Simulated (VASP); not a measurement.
# WS2: single point with LDA

The system is WS2.

```
CELL_PARAMETERS angstrom
1.57900 0.91164 6.10170
-1.57900 0.91164 6.10170
0.00000 -1.82327 6.10170
ATOMIC_POSITIONS crystal
W 0.00000 0.00000 0.00000
S 0.75030 0.75030 0.75030
S 0.58100 0.58100 0.58100
```

This cell differs from its parent crystal: zz strain of -1 %.

```json
{"Program": "VASP 6.6.1", "Task": "single point", "Functional": "LDA", "Potentials or basis": "VASP PAW LDA potentials, release 64 (W_sv, S)", "Cutoff": "520 eV", "k mesh": "13 × 13 × 13", "Occupations": "fermi-dirac, width 0.08 eV", "Spin": "no spin polarisation", "Dipole correction": "no", "Further INCAR settings": "ALGO = Normal; EDIFF = 1e-07; NBANDS = 20"}
```

- Pressure: -1.5 GPa
- Largest force: 0.601 eV/Å
- Band gap on the k mesh: 0.97 eV (least direct gap 2.06 eV)

Forces on the atoms (eV/Å):
```
W    0.000  0.000 -0.601
S    0.000  0.000  0.382
S    0.000  0.000  0.219
```

Stress tensor (GPa, compression positive):
```
-2.32  0.00  0.00
 0.00 -2.32  0.00
 0.00  0.00  0.14
```

Levels at points of the mesh, in eV from the valence-band top:
```csv
k point,band 10,band 11,band 12,band 13,band 14,band 15,band 16,band 17
"(0.00, 0.00, 0.00)",-2.45,-2.45,-1.54,-1.26,2.09,2.09,2.51,2.51
```

Wall time 5.2 min on 1 thread of Intel(R) Xeon(R) 6975P-C (Granite Rapids), on a shared host, peak memory 0.41 GiB.

Caveat: the cell differs from its parent crystal (zz strain of -1 %); spin-orbit coupling is left out, which moves the levels of the heavy elements. A k mesh can miss the band edges.
